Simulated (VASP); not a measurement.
# HF (Fmmm) in VASP: single point with PBEsol

Aim: the single point of HF with PBEsol.

Everything below comes from runs of VASP 6.6.1. Logs are shortened: lines on timing, memory, paths and dates and some standing lists are left out, and cuts for length are marked.

## (1) The cell of the first run

It takes space group Fmmm (No. 69, orthorhombic). Conventional cell: a = 4.106 Å, b = 4.367 Å, c = 4.661 Å, α = 90.00°, β = 90.00°, γ = 90.00°. H (site symmetry mmm) has 6 F at 2.05 to 2.33 Å within 2.7 Å. Within 2.7 Å of F (site symmetry mmm) lie 6 H at 2.05 to 2.33 Å.

## (2) Single point, PBEsol (Cl replaced by F, lengths x 0.797, strained)

File INCAR:

```
  PREC = Accurate
  ENCUT = 520
  EDIFF = 1E-6
  ISMEAR = 0
  SIGMA = 0.02
  LREAL = False
  LASPH = True
  NELM = 60
  ALGO = Normal
  ISIF = 2
  LWAVE = False
  LCHARG = False
  GGA = PS
  NBANDS = 11
```

File KPOINTS:

```
Automatic mesh
0
Gamma
  14 14 14
```

File POSCAR:

```
HF
1.0
    0.0000000000      2.1835695150      2.3305012955
    2.0529634880      0.0000000000      2.3305012955
    2.0529634880      2.1835695150      0.0000000000
H F
1 1
Direct
    0.0000000000      0.0000000000      0.0000000000
    0.5000000000      0.5000000000      0.5000000000
```

Potentials or basis: VASP PAW PBE potentials, release 64 (H, F).

Launch:

```console
$ cat potpaw_PBE.64/H/POTCAR potpaw_PBE.64/F/POTCAR > POTCAR
$ mpirun -np 1 vasp_std > vasp.out
```

OUTCAR:

```text
PREC = Accurate
   ENCUT = 520
   EDIFF = 1E-6
   ISMEAR = 0
   LREAL = False
   LASPH = True
   NELM = 60
   ISIF = 2
   GGA = PS

 ion  position               nearest neighbor table
   1  0.000  0.000  0.000-
   2  0.500  0.500  0.500-

  LATTYP: Found a face centered orthorhombic cell.
 ALAT       =     4.1059269760
 B/A-ratio  =     1.0636182902
 C/A-ratio  =     1.1351888668

  Lattice vectors:

 A1 = (   0.0000000000,   2.1835695150,   2.3305012955)
 A2 = (   2.0529634880,   0.0000000000,   2.3305012955)
 A3 = (   2.0529634880,   2.1835695150,   0.0000000000)

Analysis of symmetry for initial positions (statically):
=====================================================================
 Subroutine PRICEL returns:
 Original cell was already a primitive cell.

 Routine SETGRP: Setting up the symmetry group for a
 face centered orthorhombic supercell.

 Subroutine GETGRP returns: Found  8 space group operations
 (whereof  8 operations were pure point group operations)
 out of a pool of  8 trial point group operations.

The static configuration has the point symmetry D_2h.

Analysis of symmetry for dynamics (positions and initial velocities):
=====================================================================
 Subroutine PRICEL returns:
 Original cell was already a primitive cell.

 Routine SETGRP: Setting up the symmetry group for a
 face centered orthorhombic supercell.

 Subroutine GETGRP returns: Found  8 space group operations
 (whereof  8 operations were pure point group operations)
 out of a pool of  8 trial point group operations.

The dynamic configuration has the point symmetry D_2h.

 Subroutine INISYM returns: Found  8 space group operations
 (whereof  8 operations are pure point group operations),
 and found     1 'primitive' translations

----------------------------------------------------------------------------------------

                                     Primitive cell

  volume of cell :      20.8943

  direct lattice vectors                    reciprocal lattice vectors
     0.000000000  2.183569515  2.330501295    -0.243550362  0.228982863  0.214546115
     2.052963488  0.000000000  2.330501295     0.243550362 -0.228982863  0.214546115
     2.052963488  2.183569515  0.000000000     0.243550362  0.228982863 -0.214546115

  length of vectors
     3.193620534  3.105784180  2.997104421     0.397215264  0.397215264  0.397215264

  position of ions in fractional coordinates (direct lattice)
     0.000000000  0.000000000  0.000000000
     0.500000000  0.500000000  0.500000000

  ion indices of the primitive-cell ions
   primitive index   ion index
                 1           1
                 2           2

----------------------------------------------------------------------------------------

 KPOINTS: Automatic mesh

Automatic generation of k-mesh.
 Grid dimensions read from file:
 generate k-points for:   14   14   14

 Generating k-lattice:

  Cartesian coordinates                     Fractional coordinates (reciprocal lattice)
    -0.017396454  0.016355919  0.015324723     0.071428571 -0.000000000 -0.000000000
     0.017396454 -0.016355919  0.015324723     0.000000000  0.071428571  0.000000000
     0.017396454  0.016355919 -0.015324723     0.000000000  0.000000000  0.071428571

  Length of vectors
     0.028372519  0.028372519  0.028372519

  Shift w.r.t. Gamma in fractional coordinates (k-lattice)
     0.000000000  0.000000000  0.000000000

 Subroutine IBZKPT returns following result:
 ===========================================

 Found    428 irreducible k-points:

 Following reciprocal coordinates:
            Coordinates               Weight
  0.000000  0.000000  0.000000      1.000000
  0.071429  0.000000 -0.000000      8.000000
  0.142857  0.000000 -0.000000      8.000000
  0.214286  0.000000 -0.000000      8.000000
  0.285714  0.000000  0.000000      8.000000
  0.357143  0.000000  0.000000      8.000000
[... 16 lines left out ...]
  0.214286  0.142857 -0.000000      8.000000
  0.285714  0.142857  0.000000      8.000000
 [... further k-points ...]
   k-points           NKPTS =    428   k-points in BZ     NKDIM =    428   number of bands    NBANDS=     11
   number of dos      NEDOS =    301   number of ions     NIONS =      2
   total plane-waves  NPLWV =  13824
   dimension x,y,z NGX =    24 NGY =   24 NGZ =   24
   dimension x,y,z NGXF=    48 NGYF=   48 NGZF=   48
   ions per type =               1   1
   NGX,Y,Z   is equivalent  to a cutoff of  12.49, 12.85, 13.31 a.u.
   NGXF,Y,Z  is equivalent  to a cutoff of  24.99, 25.69, 26.63 a.u.
 SYSTEM =  unknown system
   PREC   = accura    normal or accurate (medium, high low for compatibility)
   ISTART =      0    job   : 0-new  1-cont  2-samecut
   ICHARG =      2    charge: 1-file 2-atom 10-const
   ISPIN  =      1    spin polarized calculation?
   LNONCOLLINEAR =      F non collinear calculations
   LSORBIT =      F    spin-orbit coupling
   LASPH  =      T    aspherical Exc in radial PAW
   ENCUT  =  520.0 eV  38.22 Ry    6.18 a.u.   5.94  5.77  5.57*2*pi/ulx,y,z
   NELM   =     60;   NELMIN=  2; NELMDL= -5     # of ELM steps
   EDIFF  = 0.1E-05   stopping-criterion for ELM
   LREAL  =      F    real-space projection
   EDIFFG = 0.1E-04   stopping-criterion for IOM
   NSW    =      0    number of steps for IOM
   IBRION =     -1    ionic relax: 0-MD 1-quasi-New 2-CG
   NFREE  =      0    steps in history (QN), initial steepest desc. (CG)
   ISIF   =      2    stress and relaxation
   ISYM   =      2    0-nonsym 1-usesym 2-fastsym
   POTIM  = 0.5000    time-step for ionic-motion
   TEBEG  =    0.0;   TEEND  =   0.0 temperature during run
   PSTRESS=    0.0 pullay stress
   NELECT =       8.0000    total number of electrons
   NUPDOWN=      -1.0000    fix difference up-down
   EMIN   =  10.00;   EMAX   =-10.00  energy-range for DOS
   EFERMI =   0.00;   METHOD = LEGACY
   ISMEAR =     0;   SIGMA  =   0.02  broadening in eV -4-tet -1-fermi 0-gaus
   EFERMI_NEDOS =   21; number of points for ismear=-14 and -15
   IALGO  =     38    algorithm
   IMIX   =      4    mixing-type and parameters
     AMIX     =   0.40;   BMIX     =  1.00
     AMIX_MAG =   1.60;   BMIX_MAG =  1.00
  volume/ion in A,a.u.               =      10.45        70.50
  Fermi-wavevector in a.u.,A,eV,Ry     =   1.188764  2.246438 19.227206  1.413160
  Thomas-Fermi vector in A             =   2.324886
   LORBIT       =      0    0 simple, 1 ext, 2 COOP (PROOUT), +10 PAW based schemes
   GGA     = PS    functional components
   LHFCALC =     F    Hartree Fock is set to
   AEXX    =    0.0000 exact exchange contribution
   IVDW    =     0    specifies the selected vdW correction
   LEPSILON=     F    determine dielectric tensor
   LRPA    =     F    only Hartree local field effects (RPA)
 non-spin polarized calculation
 Gauss-broadening in eV      SIGMA  =   0.02
  energy-cutoff  :      520.00
  volume of cell :       20.89
 maximum number of plane-waves:       584
   NGX = 11   NGY = 11   NGZ = 11

 number of electron       7.9999990 magnetization

 Free energy of the ion-electron system (eV)
  ---------------------------------------------------
  ext. energy  EPLUGINS =         0.00000000
  ---------------------------------------------------
  free energy    TOTEN  =        -4.78224025 eV

  energy without entropy =       -4.78224025  energy(sigma->0) =       -4.78224025

 E-fermi :  -4.3426     XC(G=0):  -8.5658

 val. band max:       -4.4494586943   @ k =   0.0000   0.0000   0.0000
 cond. band min:      -3.9014833943   @ k =   0.0000   0.0000   0.0000
 fundamental gap:      0.5479753000
 Fermi energy:        -4.3425501332

 k-point     1 :       0.0000    0.0000    0.0000
  band No.  band energies     occupation
      1     -24.0108      2.00000
      2      -4.7190      2.00000
      3      -4.5325      2.00000
      4      -4.4495      2.00000
      5      -3.9015      0.00000
      6      13.0944      0.00000
      7      18.8310      0.00000
      8      19.3317      0.00000
      9      19.4630      0.00000
     10      19.7499      0.00000
     11      20.5771      0.00000

 k-point     2 :       0.0714    0.0000   -0.0000
  band No.  band energies     occupation
      1     -23.9930      2.00000
      2      -5.0945      2.00000
      3      -4.6121      2.00000
      4      -4.4874      2.00000
      5      -3.3927      0.00000
      6      12.7987      0.00000
      7      17.7592      0.00000
      8      18.4512      0.00000
      9      19.4082      0.00000
     10      20.2227      0.00000
     11      20.9245      0.00000

 k-point     3 :       0.1429    0.0000   -0.0000
  band No.  band energies     occupation
      1     -23.9439      2.00000
      2      -5.7397      2.00000
      3      -4.6296      2.00000
      4      -4.5253      2.00000
      5      -2.6424      0.00000
      6      11.9483      0.00000
      7      16.3261      0.00000
      8      17.5557      0.00000
      9      18.9770      0.00000
     10      20.8064      0.00000
     11      21.3901      0.00000

 k-point     4 :       0.2143    0.0000   -0.0000
  band No.  band energies     occupation
      1     -23.8716      2.00000
      2      -6.3395      2.00000
      3      -4.6433      2.00000
      4      -4.5771      2.00000
      5      -1.8862      0.00000
      6      10.7198      0.00000
      7      15.4633      0.00000
      8      16.6535      0.00000
      9      18.3370      0.00000
     10      21.4321      0.00000
     11      22.0210      0.00000
[... 239 lines left out ...]
 k-point    22 :       0.1429    0.1429    0.0000
  band No.  band energies     occupation
      1     -23.9392      2.00000
      2      -5.4403      2.00000
      3      -4.8055      2.00000
      4      -4.5991      2.00000
      5      -2.7746      0.00000
      6      11.3470      0.00000
      7      16.6424      0.00000
      8      17.9742      0.00000
      9      18.2604      0.00000
     10      20.0333      0.00000
     11      23.5816      0.00000

 k-point    23 :       0.2143    0.1429   -0.0000
  band No.  band energies     occupation
      1     -23.8924      2.00000
      2      -5.8078      2.00000
      3      -4.8168      2.00000
      4      -4.6361      2.00000
      5      -2.3674      0.00000
      6      10.6378      0.00000
      7      15.4545      0.00000
      8      17.7478      0.00000
      9      18.5192      0.00000
     10      19.9261      0.00000
     11      24.3218      0.00000

 k-point    24 :       0.2857    0.1429    0.0000
  band No.  band energies     occupation
      1     -23.8261      2.00000
      2      -6.2589      2.00000
      3      -4.8301      2.00000
      4      -4.6911      2.00000
      5      -1.8231      0.00000
      6       9.8404      0.00000
      7      14.2448      0.00000
      8      17.3871      0.00000
      9      18.9138      0.00000
     10      19.9612      0.00000
     11      24.9584      0.00000

 [... further k-points ...]
[... 5 lines left out ...]
  --------------------------------------------------------------------------------------
  -------------------------------------------------------------------------------------
  Total       -4.3673790     -3.0753286     -2.0989677      0.0000000      0.0000000      0.0000000
  in kB     -334.8913065   -235.8166811   -160.9491699      0.0000000      0.0000000      0.0000000
  external PRESSURE =    -243.8857192 kB  Pullay stress =       0.0000000 kB

 VOLUME and BASIS-vectors are now :
 -----------------------------------------------------------------------------
  energy-cutoff  :      520.00
  volume of cell :       20.89
      direct lattice vectors                 reciprocal lattice vectors
     0.000000000  2.183569515  2.330501295    -0.243550362  0.228982863  0.214546115
     2.052963488  0.000000000  2.330501295     0.243550362 -0.228982863  0.214546115
     2.052963488  2.183569515  0.000000000     0.243550362  0.228982863 -0.214546115

 POSITION                                       TOTAL-FORCE (eV/Angst)
 -----------------------------------------------------------------------------------
      0.00000      0.00000      0.00000        -0.000000     -0.000000      0.000000
      2.05296      2.18357      2.33050         0.000000      0.000000     -0.000000
 -----------------------------------------------------------------------------------
    total drift:                               -0.000000     -0.000000      0.000000

  FREE ENERGIE OF THE ION-ELECTRON SYSTEM (eV)
  ---------------------------------------------------
  free  energy   TOTEN  =        -4.7822402523 eV

  energy  without entropy=       -4.7822402523  energy(sigma->0) =       -4.78224025
```

Wall time 80 s (1 thread of Intel Xeon 8259CL, shared host); peak memory 0.21 GiB.

Results:

- Free energy: -4.7822 eV
- Pressure: -24.4 GPa
- Band gap on the k mesh: 0.55 eV

Stress tensor (GPa, compression positive):
```
-33.49   0.00   0.00
  0.00 -23.58   0.00
  0.00   0.00 -16.09
```

Caveat: the cell differs from its parent crystal (Cl replaced by F, lengths x 0.797, strained); the stress differs along the axes, from -33 to -16 GPa; the atoms stand far beyond bonding distance; semilocal functionals underestimate gaps, and a narrow one can read as zero; the PAW data sets were made with another functional, which shifts forces and pressure a little.
